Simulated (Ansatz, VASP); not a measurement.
## One calculation of Cr, two programs

```
Cr
1.0
     1.14705   -2.46703    0.00000
     1.14705    2.46703    0.00000
     0.00000    0.00000    4.06431
Cr
2
Direct
  0.87053 0.12947 0.75000
  0.12947 0.87053 0.25000
```

Alike in both runs: task single point; functional PBEsol; k mesh 11 × 11 × 6; occupations fermi-dirac, width 0.05 eV; collinear spin; fixed moment 4.5 μB.

|  | VASP | Ansatz |
| --- | --- | --- |
| version | VASP 6.6.1 | Ansatz 0.2.0 |
| potentials or method | VASP PAW PBE potentials, release 64 (Cr_pv) | Ansatz PAW |
| plane-wave cutoff (eV) | 520 | 420 |
| valence electrons in the cell | 24 | 28 |

Ansatz gave:

* rms of the force components (eV/Å): 0.269
* net moment per atom (μB): 2.25
* size of the moment on the site where the two differ most (μB): 1.88

**Question.** Which values does VASP return?

**Answer.** rms of the force components (eV/Å): 0.268; net moment per atom (μB): 2.25; size of the moment on the site where the two differ most (μB): 2.12.

VASP's potentials were made for PBE, not for PBEsol. Site moments also hang on the region over which each program counts them. Atom by atom the forces differ by 0.001 eV/Å (rms over components). VASP's potentials hold 24 valence electrons a cell and Ansatz's 28, so a difference there can come from the potentials and not from the codes.
